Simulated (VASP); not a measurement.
# Ti (P6/mmm) in VASP: further runs

Ti is run at these levels: BLYP+D3(BJ), PBEsol+D3(BJ), LDA; tasks: single point.

All numbers are computed with VASP 6.6.1; they aren't measurements. Logs are shortened: lines on timing, memory, paths and dates and some standing lists are left out, and cuts for length are marked.

### 1 The cell of the first run

Symmetry: P6/mmm, No. 191, hexagonal system. Conventional cell: a = 4.408 Å, b = 4.408 Å, c = 2.740 Å, α = 90.00°, β = 90.00°, γ = 120.00°. Ti (site symmetry 6/mmm) has 14 Ti at 2.74 to 2.89 Å within 3.6 Å. Within 3.4 Å of Ti (site symmetry -6m2) lie 11 Ti at 2.54 to 2.89 Å.

This isn't the form of Ti at room conditions, which is hcp.

### 2 Single point, BLYP+D3(BJ)

INCAR

```
SYSTEM = Ti
AGGAC = 1.0
AGGAX = 1.0
ALDAC = 0.0
ALDAX = 1.0
ALGO = Normal
EDIFF = 1E-6
ENCUT = 520
GGA = B5
ISIF = 2
ISMEAR = 1
IVDW = 12
LASPH = .True.
LCHARG = .False.
LREAL = .False.
LWAVE = .False.
NBANDS = 25
NELM = 80
PREC = Accurate
SIGMA = 0.1
VDW_A1 = 0.4298
VDW_A2 = 4.2359
VDW_S6 = 1.0
VDW_S8 = 2.6996
```

KPOINTS

```
k-points
0
Gamma
  8 8 12
  0 0 0
```

POSCAR

```
Ti
1.0
    4.4077682565      0.0000000000      0.0000000000
   -2.2038841283      3.8172392841      0.0000000000
    0.0000000000      0.0000000000      2.7400384581
Ti
3
Direct
    0.0000000000      0.0000000000      0.0000000000
    0.3333333333      0.6666666667      0.5000000000
    0.6666666667      0.3333333333      0.5000000000
```

Potentials or basis: VASP PAW PBE potentials, release 64 (Ti_sv).

Command:

```
$ cat potpaw_PBE.64/Ti_sv/POTCAR > POTCAR
$ mpirun -np 1 vasp_std > vasp.out
```

OUTCAR:

```text
SYSTEM = Ti
   EDIFF = 1E-6
   ENCUT = 520
   GGA = B5
   ISIF = 2
   ISMEAR = 1
   IVDW = 12
   LASPH = .True.
   LREAL = .False.
   NELM = 80
   PREC = Accurate
 IVDW          = 12

 ion  position               nearest neighbor table
   1  0.000  0.000  0.000-   2 2.89   3 2.89   2 2.89   3 2.89   3 2.89   3 2.89   2 2.89   2 2.89
                             3 2.89   3 2.89   2 2.89   2 2.89
   2  0.333  0.667  0.500-   3 2.54   3 2.54   3 2.54   1 2.89   1 2.89   1 2.89   1 2.89   1 2.89
                             1 2.89
   3  0.667  0.333  0.500-   2 2.54   2 2.54   2 2.54   1 2.89   1 2.89   1 2.89   1 2.89   1 2.89
                             1 2.89

  LATTYP: Found a hexagonal cell.
 ALAT       =     4.4077682565
 C/A-ratio  =     0.6216385024

  Lattice vectors:

 A1 = (   4.4077682565,   0.0000000000,   0.0000000000)
 A2 = (  -2.2038841283,   3.8172392841,   0.0000000000)
 A3 = (   0.0000000000,   0.0000000000,   2.7400384581)

Analysis of symmetry for initial positions (statically):
=====================================================================
 Subroutine PRICEL returns:
 Original cell was already a primitive cell.

 Routine SETGRP: Setting up the symmetry group for a
 hexagonal supercell.

 Subroutine GETGRP returns: Found 24 space group operations
 (whereof 24 operations were pure point group operations)
 out of a pool of 24 trial point group operations.

The static configuration has the point symmetry D_6h.

Analysis of symmetry for dynamics (positions and initial velocities):
=====================================================================
 Subroutine PRICEL returns:
 Original cell was already a primitive cell.

 Routine SETGRP: Setting up the symmetry group for a
 hexagonal supercell.

 Subroutine GETGRP returns: Found 24 space group operations
 (whereof 24 operations were pure point group operations)
 out of a pool of 24 trial point group operations.

The dynamic configuration has the point symmetry D_6h.

 Subroutine INISYM returns: Found 24 space group operations
 (whereof 24 operations are pure point group operations),
 and found     1 'primitive' translations

----------------------------------------------------------------------------------------

                                     Primitive cell

  volume of cell :      46.1025

  direct lattice vectors                    reciprocal lattice vectors
     4.407768256  0.000000000  0.000000000     0.226872182  0.130984715  0.000000000
    -2.203884128  3.817239284  0.000000000     0.000000000  0.261969430  0.000000000
     0.000000000  0.000000000  2.740038458     0.000000000  0.000000000  0.364958381

  length of vectors
     4.407768256  4.407768257  2.740038458     0.261969430  0.261969430  0.364958381

  position of ions in fractional coordinates (direct lattice)
     0.000000000  0.000000000  0.000000000
     0.333333333  0.666666667  0.500000000
     0.666666667  0.333333333  0.500000000

  ion indices of the primitive-cell ions
   primitive index   ion index
                 1           1
                 2           2
                 3           3

----------------------------------------------------------------------------------------

 KPOINTS: k-points

Automatic generation of k-mesh.
 Grid dimensions read from file:
 generate k-points for:    8    8   12

 Generating k-lattice:

  Cartesian coordinates                     Fractional coordinates (reciprocal lattice)
     0.028359023  0.016373089  0.000000000     0.125000000  0.000000000  0.000000000
     0.000000000  0.032746179  0.000000000     0.000000000  0.125000000  0.000000000
     0.000000000  0.000000000  0.030413198     0.000000000  0.000000000  0.083333333

  Length of vectors
     0.032746179  0.032746179  0.030413198

  Shift w.r.t. Gamma in fractional coordinates (k-lattice)
     0.000000000  0.000000000  0.000000000

 Subroutine IBZKPT returns following result:
 ===========================================

 Found     70 irreducible k-points:

 Following reciprocal coordinates:
            Coordinates               Weight
  0.000000  0.000000  0.000000      1.000000
  0.125000  0.000000  0.000000      6.000000
  0.250000  0.000000  0.000000      6.000000
  0.375000  0.000000  0.000000      6.000000
  0.500000  0.000000  0.000000      3.000000
  0.125000  0.125000  0.000000      6.000000
[... 16 lines left out ...]
  0.250000  0.000000  0.166667     12.000000
  0.375000  0.000000  0.166667     12.000000
 [... further k-points ...]
   k-points           NKPTS =     70   k-points in BZ     NKDIM =     70   number of bands    NBANDS=     25
   number of dos      NEDOS =    301   number of ions     NIONS =      3
   total plane-waves  NPLWV =  25920
   dimension x,y,z NGX =    36 NGY =   36 NGZ =   20
   dimension x,y,z NGXF=    72 NGYF=   72 NGZF=   40
   ions per type =               3
   NGX,Y,Z   is equivalent  to a cutoff of  13.58, 13.58, 12.13 a.u.
   NGXF,Y,Z  is equivalent  to a cutoff of  27.16, 27.16, 24.27 a.u.
 SYSTEM =  Ti
   PREC   = accura    normal or accurate (medium, high low for compatibility)
   ISTART =      0    job   : 0-new  1-cont  2-samecut
   ICHARG =      2    charge: 1-file 2-atom 10-const
   ISPIN  =      1    spin polarized calculation?
   LNONCOLLINEAR =      F non collinear calculations
   LSORBIT =      F    spin-orbit coupling
   LASPH  =      T    aspherical Exc in radial PAW
   ENCUT  =  520.0 eV  38.22 Ry    6.18 a.u.   8.20  8.20  5.09*2*pi/ulx,y,z
   NELM   =     80;   NELMIN=  2; NELMDL= -5     # of ELM steps
   EDIFF  = 0.1E-05   stopping-criterion for ELM
   LREAL  =      F    real-space projection
   EDIFFG = 0.1E-04   stopping-criterion for IOM
   NSW    =      0    number of steps for IOM
   IBRION =     -1    ionic relax: 0-MD 1-quasi-New 2-CG
   NFREE  =      0    steps in history (QN), initial steepest desc. (CG)
   ISIF   =      2    stress and relaxation
   ISYM   =      2    0-nonsym 1-usesym 2-fastsym
   POTIM  = 0.5000    time-step for ionic-motion
   TEBEG  =    0.0;   TEEND  =   0.0 temperature during run
   PSTRESS=    0.0 pullay stress
   NELECT =      36.0000    total number of electrons
   NUPDOWN=      -1.0000    fix difference up-down
   EMIN   =  10.00;   EMAX   =-10.00  energy-range for DOS
   EFERMI =   0.00;   METHOD = LEGACY
   ISMEAR =     1;   SIGMA  =   0.10  broadening in eV -4-tet -1-fermi 0-gaus
   EFERMI_NEDOS =   21; number of points for ismear=-14 and -15
   IALGO  =     38    algorithm
   IMIX   =      4    mixing-type and parameters
     AMIX     =   0.40;   BMIX     =  1.00
     AMIX_MAG =   1.60;   BMIX_MAG =  1.00
  volume/ion in A,a.u.               =      15.37       103.71
  Fermi-wavevector in a.u.,A,eV,Ry     =   1.507535  2.848828 30.921440  2.272662
  Thomas-Fermi vector in A             =   2.618108
   LORBIT       =      0    0 simple, 1 ext, 2 COOP (PROOUT), +10 PAW based schemes
   GGA     = B5    functional components
   LHFCALC =     F    Hartree Fock is set to
   AEXX    =    0.0000 exact exchange contribution
   IVDW    =    12    specifies the selected vdW correction
   LEPSILON=     F    determine dielectric tensor
   LRPA    =     F    only Hartree local field effects (RPA)
 non-spin polarized calculation
 Methfessel and Paxton  Order N= 1 SIGMA  =   0.10
  energy-cutoff  :      520.00
  volume of cell :       46.10
 maximum number of plane-waves:      1266
 NGX is ok and might be reduce to    36
   NGX = 17   NGY = 17   NGZ = 11

 number of electron      36.0000001 magnetization

 Free energy of the ion-electron system (eV)
  ---------------------------------------------------
  ext. energy  EPLUGINS =         0.00000000
  ---------------------------------------------------
  free energy    TOTEN  =       -19.98311215 eV

  energy without entropy =      -19.98381354  energy(sigma->0) =      -19.98334595

 E-fermi :  10.0622     XC(G=0): -11.5388

 val. band max:       10.0592404064   @ k =   0.3750   0.2500   0.2500
 cond. band min:      10.0707603246   @ k =   0.3750   0.2500   0.0833
 fundamental gap:      0.0115199182
 Fermi energy:        10.0622361629

 k-point     1 :       0.0000    0.0000    0.0000
  band No.  band energies     occupation
      1     -46.4682      2.00000
      2     -46.1846      2.00000
      3     -45.9490      2.00000
      4     -22.9903      2.00000
      5     -22.9903      2.00000
      6     -22.9360      2.00000
[... 17 lines left out ...]
     24      11.9336     -0.00000
     25      12.0603     -0.00000

 k-point     2 :       0.1250    0.0000    0.0000
  band No.  band energies     occupation
      1     -46.4631      2.00000
      2     -46.1809      2.00000
      3     -45.9584      2.00000
      4     -23.0844      2.00000
      5     -23.0619      2.00000
      6     -22.8390      2.00000
[... 17 lines left out ...]
     24      11.6708     -0.00000
     25      12.4703      0.00000

 k-point     3 :       0.2500    0.0000    0.0000
  band No.  band energies     occupation
      1     -46.4507      2.00000
      2     -46.1686      2.00000
      3     -45.9844      2.00000
      4     -23.1815      2.00000
      5     -23.0797      2.00000
      6     -22.7345      2.00000
[... 17 lines left out ...]
     24      11.9569     -0.00000
     25      12.8659      0.00000

 k-point     4 :       0.3750    0.0000    0.0000
  band No.  band energies     occupation
      1     -46.4389      2.00000
      2     -46.1474      2.00000
      3     -46.0186      2.00000
      4     -23.2461      2.00000
      5     -23.0186      2.00000
      6     -22.6949      2.00000
[... 17 lines left out ...]
     24      12.5133      0.00000
     25      12.7227      0.00000
[... 477 lines left out ...]
 k-point    22 :       0.1250    0.0000    0.1667
  band No.  band energies     occupation
      1     -46.4360      2.00000
      2     -46.1670      2.00000
      3     -45.9390      2.00000
      4     -23.0408      2.00000
      5     -23.0230      2.00000
      6     -22.8263      2.00000
[... 17 lines left out ...]
     24      11.6949     -0.00000
     25      12.7572      0.00000

 k-point    23 :       0.2500    0.0000    0.1667
  band No.  band energies     occupation
      1     -46.4263      2.00000
      2     -46.1520      2.00000
      3     -45.9648      2.00000
      4     -23.1290      2.00000
      5     -23.0468      2.00000
      6     -22.7377      2.00000
[... 17 lines left out ...]
     24      11.9094     -0.00000
     25      13.1425      0.00000

 k-point    24 :       0.3750    0.0000    0.1667
  band No.  band energies     occupation
      1     -46.4171      2.00000
      2     -46.1281      2.00000
      3     -45.9990      2.00000
      4     -23.1880      2.00000
      5     -23.0038      2.00000
      6     -22.7488      2.00000
[... 17 lines left out ...]
     24      12.3636      0.00000
     25      12.7627      0.00000

 [... further k-points ...]

------------------------ aborting loop because EDIFF is reached ----------------------------------------

 Edisp (eV)   -4.85139

 E8    (eV) :    -3.7057

  FORCE on cell =-STRESS in cart. coord.  units (eV):
  Direction    XX          YY          ZZ          XY          YZ          ZX
  --------------------------------------------------------------------------------------
  -------------------------------------------------------------------------------------
  Total      -0.03880    -0.03880    -0.03534     0.00000     0.00000     0.00000
  in kB      -1.34828    -1.34828    -1.22825     0.00000     0.00000     0.00000
  external pressure =       -1.31 kB  Pullay stress =        0.00 kB

 VOLUME and BASIS-vectors are now :
 -----------------------------------------------------------------------------
  energy-cutoff  :      520.00
  volume of cell :       46.10
      direct lattice vectors                 reciprocal lattice vectors
     4.407768256  0.000000000  0.000000000     0.226872182  0.130984715  0.000000000
    -2.203884128  3.817239284  0.000000000     0.000000000  0.261969430  0.000000000
     0.000000000  0.000000000  2.740038458     0.000000000  0.000000000  0.364958381

 POSITION                                       TOTAL-FORCE (eV/Angst)
 -----------------------------------------------------------------------------------
      0.00000      0.00000      0.00000         0.000000      0.000000      0.000000
     -0.00000      2.54483      1.37002         0.000000      0.000000     -0.000000
      2.20388      1.27241      1.37002        -0.000000      0.000000      0.000000
 -----------------------------------------------------------------------------------
    total drift:                                0.000000      0.000000     -0.000000

  FREE ENERGIE OF THE ION-ELECTRON SYSTEM (eV)
  ---------------------------------------------------
  free  energy   TOTEN  =       -24.8345068369 eV

  energy  without entropy=      -24.8352082298  energy(sigma->0) =      -24.83474063
```

Run time: 56 s. Hardware: 1 thread of AMD EPYC 9R45 (Zen 5), shared host; peak memory 0.18 GiB.

Results:

- Free energy: -24.8345 eV
- Pressure: -0.1 GPa
- Band gap on the k mesh: zero (bands 18 and 19 overlap by 0.44 eV)
- Dispersion energy per atom: -1.617 eV

Caveat: the dispersion term is far too large for a dense solid, which distorts pressure and volume; the PAW data sets were made with another functional, which shifts forces and pressure a little.

### 3 Single point, PBEsol+D3(BJ)

This run uses another cell than the first one, of 15.63 Å³/atom.

INCAR

```
SYSTEM = Ti
ALGO = Normal
EDIFF = 1E-6
ENCUT = 520
GGA = PS
ISIF = 2
ISMEAR = 1
IVDW = 12
LASPH = .True.
LCHARG = .True.
LELF = .True.
LREAL = .False.
LVHAR = .True.
LWAVE = .False.
NBANDS = 25
NELM = 100
PREC = Accurate
SIGMA = 0.1
```

KPOINTS is that of step 2.

POSCAR

```
Ti
1.0
    4.4355107078      0.0000000000      0.0000000000
   -2.2177553539      3.8412649517      0.0000000000
    0.0000000000      0.0000000000      2.7513569904
Ti
3
Direct
    0.0000000000      0.0000000000      0.0000000000
    0.3333333333      0.6666666667      0.5000000000
    0.6666666667      0.3333333333      0.5000000000
```

Potentials or basis: VASP PAW PBE potentials, release 64 (Ti_sv).

Command:

```
$ cat potpaw_PBE.64/Ti_sv/POTCAR > POTCAR
$ mpirun -np 1 vasp_std > vasp.out
```

It took 45 s on 1 thread of AMD EPYC 9R45 (Zen 5), shared host; peak memory 0.18 GiB.

Results (log left out):

```yaml
Free_energy: -27.0123 eV
Pressure: -0.3 GPa
Band_gap_on_the_k_mesh: zero (bands 18 and 19 overlap by 0.43 eV)
Dispersion_energy_per_atom: -0.668 eV
```

Levels at points of the mesh, in eV from the Fermi level:
```tsv
k point	band 16	band 17	band 18	band 19	band 20	band 21
(0.00, 0.00, 0.00)	-0.74	-0.64	-0.64	-0.02	0.72	1.38
(0.50, 0.00, 0.00)	-0.53	-0.51	-0.43	-0.01	0.57	1.06
(0.00, 0.00, 0.50)	-1.86	-1.86	-1.73	1.12	1.12	1.37
(0.50, 0.00, 0.50)	-1.38	-0.74	-0.71	0.31	0.85	1.16
```

Caveat: the PAW data sets were made with another functional, which shifts forces and pressure a little.

### 4 Single point, LDA

This run uses another cell than the first one, of 15.84 Å³/atom.

INCAR

```
ALGO = Normal ; EDIFF = 1E-7
ENCUT = 520 ; ISIF = 2
ISMEAR = 1 ; LASPH = T
LCHARG = T ; LELF = T
LREAL = F ; LVHAR = T
LWAVE = F ; NBANDS = 25
NELM = 80 ; PREC = Accurate
SIGMA = 0.1
```

KPOINTS

```
k-points
0
Gamma
  8 8 12
```

POSCAR

```
Ti
1.0
    4.4533316523      0.0000000000      0.0000000000
   -2.2266658261      3.8566983423      0.0000000000
    0.0000000000      0.0000000000      2.7672951782
Ti
3
Direct
    0.0000000000      0.0000000000      0.0000000000
    0.3333333333      0.6666666667      0.5000000000
    0.6666666667      0.3333333333      0.5000000000
```

Potentials or basis: VASP PAW LDA potentials, release 64 (Ti_sv).

Command:

```
$ cat potpaw_LDA.64/Ti_sv/POTCAR > POTCAR
$ mpirun -np 1 vasp_std > vasp.out
```

Wall time 52 s (1 thread of AMD EPYC 9R45 (Zen 5), shared host); peak memory 0.16 GiB.

Results (log left out):

| Quantity | Value |
| --- | --- |
| Free energy | -25.7186 eV |
| Pressure | -0.1 GPa |
| Band gap on the k mesh | zero (bands 18 and 19 overlap by 0.42 eV) |

Levels at points of the mesh, in eV from the Fermi level:
| k point | band 14 | band 15 | band 16 | band 17 | band 18 | band 19 | band 20 | band 21 | band 22 | band 23 |
| --- | --- | --- | --- | --- | --- | --- | --- | --- | --- | --- |
| (0.00, 0.00, 0.00) | -2.20 | -0.72 | -0.72 | -0.60 | -0.60 | -0.02 | 0.69 | 1.33 | 1.33 | 1.88 |
| (0.50, 0.00, 0.00) | -3.51 | -2.83 | -0.52 | -0.51 | -0.43 | -0.01 | 0.56 | 1.00 | 1.48 | 2.00 |
| (0.00, 0.00, 0.50) | -2.37 | -2.19 | -1.82 | -1.82 | -1.66 | 1.11 | 1.11 | 1.33 | 1.33 | 3.17 |
| (0.50, 0.00, 0.50) | -2.24 | -1.89 | -1.35 | -0.72 | -0.66 | 0.29 | 0.81 | 1.12 | 1.18 | 2.39 |

### 5 Overview

```csv
level,potentials or basis,cell,gap on the mesh (eV),pressure (GPa)
BLYP+D3(BJ),"VASP PAW PBE potentials, release 64 (Ti_sv)","a = 4.408, b = 4.408, c = 2.740 Å, angles 90.0, 90.0, 120.0°, 3 atoms",none,-0.1
PBEsol+D3(BJ),"VASP PAW PBE potentials, release 64 (Ti_sv)","a = 4.436, b = 4.436, c = 2.751 Å, angles 90.0, 90.0, 120.0°, 3 atoms",none,-0.3
LDA,"VASP PAW LDA potentials, release 64 (Ti_sv)","a = 4.453, b = 4.453, c = 2.767 Å, angles 90.0, 90.0, 120.0°, 3 atoms",none,-0.1
```

Alike in all rows: task single point; no spin polarisation; k mesh 8 × 8 × 12; cutoff (eV) 520; smearing methfessel-paxton 0.1 eV.

Caveats: the PAW data sets were made with another functional, which shifts forces and pressure a little (at least some runs); the dispersion term is far too large for a dense solid, which distorts pressure and volume (at least some runs).

Absolute energies hang on the potentials; compare differences alone.

The gap in the log of VASP goes by the Fermi energy; the results here count the filled bands.